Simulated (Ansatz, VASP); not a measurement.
This is a calculation of CoO for Ansatz 0.2.0.

The input input.yaml:

```yaml
crystal:
  lattice:
    - [3.1976457435, 0.0, 0.0]
    - [-1.5988228718, 2.7692424462, 0.0]
    - [0.0, 0.0, 5.22870971]
  atoms:
    - { symbol: Co, position: [0.3333333333, 0.6666666667, 0.50336241], spin: 4.0 }
    - { symbol: Co, position: [0.0, 0.0, 0.00347414], spin: 4.0 }
    - { symbol: O, position: [0.3333333333, 0.6666666667, 0.8715556] }
    - { symbol: O, position: [0.0, 0.0, 0.37160885] }
hamiltonian:
  xc: pbesol
  pseudopotentials: { kind: paw }
magnetization:
  spin_polarized: true
  initial_magnetization: 8.0
  spin_locking: { lock_magnetization: hard }
kpoints:
  mp_grid: { grid: [8, 8, 5] }
scf:
  occupations: { method: fermi_dirac, width: 0.05 }
  lower_state_search: "off"
output:
  forces: true
  stress: true
  eigenvalues: true
```

Potentials or basis: Ansatz PAW.

Run with:

```bash
$ ansatz run input.yaml --threads 2 --pin off --max-ram 5632MiB --backend cpu --events-out ev --progress --plain --runs-dir out
```

Question: Translate it to VASP 6.6.1. Potentials there: VASP PAW PBE potentials, release 64 (Co, O).

Answer: As run (the cutoff follows the program's own potentials):

The input INCAR:

```
PREC = Accurate
ENCUT = 520
EDIFF = 1E-7
ISMEAR = -1
SIGMA = 0.05
LREAL = F
LASPH = T
NELM = 150
ALGO = Normal
ISIF = 2
LWAVE = F
LCHARG = F
ISPIN = 2
MAGMOM = 4 4 0 0
LORBIT = 11
NUPDOWN = 8.0
LMAXMIX = 4
GGA = PS
NBANDS = 27
```

File KPOINTS:

```
regular mesh
0
Gamma
  8 8 5
```

File POSCAR:

```
CoO
1.0
    3.1976457435      0.0000000000      0.0000000000
   -1.5988228718      2.7692424462      0.0000000000
    0.0000000000      0.0000000000      5.2287097100
Co O
2 2
Direct
    0.3333333333      0.6666666667      0.5033624100
    0.0000000000      0.0000000000      0.0034741400
    0.3333333333      0.6666666667      0.8715556000
    0.0000000000      0.0000000000      0.3716088500
```

Potentials or basis: VASP PAW PBE potentials, release 64 (Co, O).

Launch:

```bash
$ cat potpaw_PBE.64/Co/POTCAR potpaw_PBE.64/O/POTCAR > POTCAR
$ mpirun -np 1 vasp_std > vasp.out
```

Both were run:

|  | VASP | Ansatz | Ansatz less VASP |
| --- | --- | --- | --- |
| pressure (GPa) | 6.3 | 6.5 | +0.19 |
| traceless stress, the component that is largest in VASP (GPa) | 2.53 | 2.59 | +0.061 |
| rms of the force components (eV/Å) | 0.087 | 0.081 | -0.0053 |
| net moment per atom (μB) | 2.00 | 2.00 | 0.000 |
| size of the moment on the site where the two differ most (μB) | 2.98 | 2.71 | -0.271 |

VASP's potentials were made for PBE, not for PBEsol. Site moments also hang on the region over which each program counts them. Atom by atom the forces differ by 0.005 eV/Å (rms over components). VASP's potentials hold 30 valence electrons a cell and Ansatz's 46, so a difference there can come from the potentials and not from the codes.
